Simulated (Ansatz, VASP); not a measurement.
# Hg2F: VASP beside Ansatz

```
CELL_PARAMETERS angstrom
5.85325 0.00000 0.00000
0.00000 5.85325 0.00000
0.00000 0.00000 3.77008
ATOMIC_POSITIONS crystal
Hg 0.30600 0.30600 0.00000
Hg 0.19400 0.80600 0.50000
Hg 0.69400 0.69400 0.00000
Hg 0.80600 0.19400 0.50000
F 0.00000 0.00000 0.00000
F 0.50000 0.50000 0.50000
```

Alike in both runs: task relaxation of cell and atoms; functional PBE; k mesh 4 × 4 × 4; occupations gaussian, width 0.1 eV; no spin polarisation.

|  | VASP | Ansatz |
| --- | --- | --- |
| version | VASP 6.6.1 | Ansatz 0.2.0 |
| potentials or method | VASP PAW PBE potentials, release 64 (Hg, F), cutoff 600 eV | scalar-relativistic, plane waves, PAW |
| valence electrons in the cell | 62 | 94 |

```tsv
	VASP	Ansatz	Ansatz less VASP
gap on the k mesh at the Fermi level, each at its own relaxed structure (eV)	none	none	-
relaxed volume (Å³/atom)	23.96	27.80	+3.834
relaxed cell length with the largest relative difference (Å)	5.318	6.278	+0.9597
```

A gap of «none» marks a metal or a gap that the smearing closes. One of these differences is far larger than is usual between the two programs; its cause wasn't traced. VASP's potentials hold 62 valence electrons a cell and Ansatz's 94, so a difference there can come from the potentials and not from the codes.

The k mesh is coarse, so the values compare programs but aren't converged. Spin-orbit coupling is off throughout.
